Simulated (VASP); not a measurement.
A run of VASP 6.6.1 is set up as follows.

INCAR

```
SYSTEM = Cu
PREC = Accurate ; ENCUT = 520
EDIFF = 1E-6 ; ISMEAR = 0
SIGMA = 0.1 ; LREAL = Auto
LASPH = .TRUE. ; NELM = 100
ALGO = Normal ; ISIF = 2
LWAVE = .FALSE. ; LCHARG = .FALSE.
LDIPOL = .TRUE. ; IDIPOL = 3
DIPOL = 0.5 0.5 0.499 ; GGA = PE
NBANDS = 102
```

KPOINTS

```
Automatic mesh
0
G
  6 6 1
  0 0 0
```

The input POSCAR:

```
Cu
1.0
    5.1332392107      0.0000000000      0.0000000000
   -2.5666196053      4.4455155601      0.0000000000
    0.0000000000      0.0000000000     23.2869083969
Cu
16
Direct
    0.3333333333      0.1666666667      0.3650119567
    0.3333333333      0.6666666667      0.3650119567
    0.8333333333      0.1666666667      0.3650119567
    0.8333333333      0.6666666667      0.3650119567
    0.6666666667      0.3333333333      0.4550039856
    0.6666666667      0.8333333333      0.4550039856
    0.1666666667      0.3333333333      0.4550039856
    0.1666666667      0.8333333333      0.4550039856
    0.0000000000      0.5000000000      0.5436808219
    0.0000000000      0.0000000000      0.5436808219
    0.5000000000      0.5000000000      0.5436808219
    0.5000000000      0.0000000000      0.5436808219
    0.3333333333      0.6666666667      0.6324133634
    0.3333333333      0.1666666667      0.6324133634
    0.8333333333      0.6666666667      0.6324133634
    0.8333333333      0.1666666667      0.6324133634
```

Potentials or basis: VASP PAW PBE potentials, release 64 (Cu).

Command:

```bash
$ cat potpaw_PBE.64/Cu/POTCAR > POTCAR
$ mpirun -np 1 vasp_std > vasp.out
```

(1) Estimate the band gap on the k mesh.

(2) Estimate the largest force.

## Answers

(1) zero (bands 88 and 89 overlap by 0.51 eV).

(2) 0.105 eV/Å.
